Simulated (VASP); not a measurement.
**Sb: single point with PBE0**

Crystal: Sb.

```
Sb
1.0
    -1.84605    1.84605    1.84605
     1.84605   -1.84605    1.84605
     1.84605    1.84605   -1.84605
Sb
1
Direct
  0.00000 0.00000 0.00000
```

```json
{"Program": "VASP 6.6.1", "Task": "single point", "Functional": "PBE0", "Potentials or basis": "VASP PAW PBE potentials, release 64 (Sb_d_GW)", "Cutoff": "400 eV", "k mesh": "6 × 6 × 6", "Occupations": "fermi-dirac, width 0.05 eV", "Spin": "no spin polarisation"}
```

```json
{
  "Pressure": "3.7 GPa"
}
```

Levels at points of the mesh, in eV from the Fermi level:
| k point | band 4 | band 5 | band 6 | band 7 | band 8 | band 9 | band 10 | band 11 |
| --- | --- | --- | --- | --- | --- | --- | --- | --- |
| (0.00, 0.00, 0.00) | -31.44 | -31.44 | -14.67 | 7.91 | 7.91 | 7.91 | 13.58 | 13.58 |
| (0.50, 0.00, 0.00) | -31.45 | -31.39 | -9.61 | -6.55 | 3.14 | 5.60 | 8.43 | 8.85 |
| (0.50, 0.50, 0.50) | -31.40 | -31.40 | -5.21 | -2.08 | -2.08 | -2.08 | 4.20 | 4.20 |

Wall time 10 min on 1 thread of Intel(R) Xeon(R) Platinum 8259CL CPU @ 2.50GHz (Skylake/Cascade Lake), with other jobs on the host, peak memory 0.15 GiB.

Caveat: the k points lie up to 0.40 Å⁻¹ apart; the PAW data sets were made with another functional, which shifts forces and pressure a little; spin-orbit coupling is left out, which moves the levels of the heavy elements.
